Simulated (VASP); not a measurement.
Input of a VASP 6.6.1 run:

INCAR

```
SYSTEM = As
  ALGO = Normal
  EDIFF = 1E-6
  ENCUT = 510
  GGA = CA
  GGA_COMPAT = .False.
  ISIF = 2
  ISMEAR = 0
  LASPH = .True.
  LCHARG = .False.
  LREAL = .False.
  LWAVE = .False.
  NBANDS = 22
  NELM = 120
  PREC = Accurate
  SIGMA = 0.05
```

KPOINTS

```
k-points
0
Gamma
  14 14 14
  0 0 0
```

POSCAR

```
As
1.0
    1.8797129982      1.0852528055      3.3284952501
   -1.8797129982      1.0852528055      3.3284952501
    0.0000000000     -2.1705056111      3.3284952501
As
2
Direct
    0.7694345559      0.7694345559      0.7694345559
    0.2305654441      0.2305654441      0.2305654441
```

Potentials or basis: VASP PAW LDA potentials, release 64 (As_d).

Run with:

```bash
$ cat potpaw_LDA.64/As_d/POTCAR > POTCAR
$ mpirun -np 1 vasp_std > vasp.out
```

(1) Estimate the largest force.

(2) What does it give for the band gap on the k mesh?

(3) What does it give for the pressure?

Results:

(1) 0.032 eV/Å.

(2) zero (bands 15 and 16 overlap by 0.44 eV).

(3) 0.3 GPa.
